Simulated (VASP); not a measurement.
MgO: single point with PBE

MgO:

```
Mg O
1.0
     0.00000    2.10956    2.10956
     2.10956    0.00000    2.10956
     2.10956    2.10956    0.00000
Mg O
1 1
Direct
  0.03327 0.03327 0.96673
  0.44946 0.44946 0.55054
```

- Program: VASP 6.6.1
- Task: single point
- Functional: PBE
- Potentials or basis: VASP PAW PBE potentials, release 64 (Mg, O)
- Cutoff: 600 eV
- k mesh: 10 × 10 × 10
- Occupations: gaussian, width 0.05 eV
- Spin: no spin polarisation
- Dipole correction: no
- Further INCAR settings: ALGO = Normal; EDIFF = 1e-06; NBANDS = 11

| Property | Result |
| --- | --- |
| Pressure | 17.4 GPa |
| Largest force | 3.854 eV/Å |
| Band gap on the k mesh | 4.65 eV, direct |

Forces on the atoms (eV/Å):
```
Mg   0.000  0.000 -3.854
O    0.000  0.000  3.854
```

Stress tensor (GPa, compression positive):
```
 0.22  0.00  0.00
 0.00  0.22  0.00
 0.00  0.00 51.85
```

Levels at points of the mesh, in eV from the valence-band top:
```tsv
k point	band 1	band 2	band 3	band 4	band 5	band 6	band 7	band 8	band 9
(0.00, 0.00, 0.00)	-17.17	-0.12	0.00	0.00	4.65	16.11	16.38	16.38	19.52
(0.50, 0.00, 0.00)	-15.94	-4.47	-0.58	-0.54	7.97	12.17	16.25	16.59	20.51
(0.50, 0.50, 0.00)	-15.69	-3.79	-1.25	-1.25	9.25	9.27	13.16	19.09	19.09
(0.00, 0.50, 0.50)	-15.67	-3.95	-1.38	-1.25	9.44	9.59	13.19	18.78	19.58
```

Wall time 14 s on 1 thread of Intel(R) Xeon(R) Platinum 8259CL CPU @ 2.50GHz (Skylake/Cascade Lake), on a shared host, peak memory 0.15 GiB.

Caveat: forces of over 1 eV/Å act on the atoms, so gaps and moduli don't describe the material at rest. Expect the measured gap to be larger: semilocal functionals such as PBE lack the derivative discontinuity.
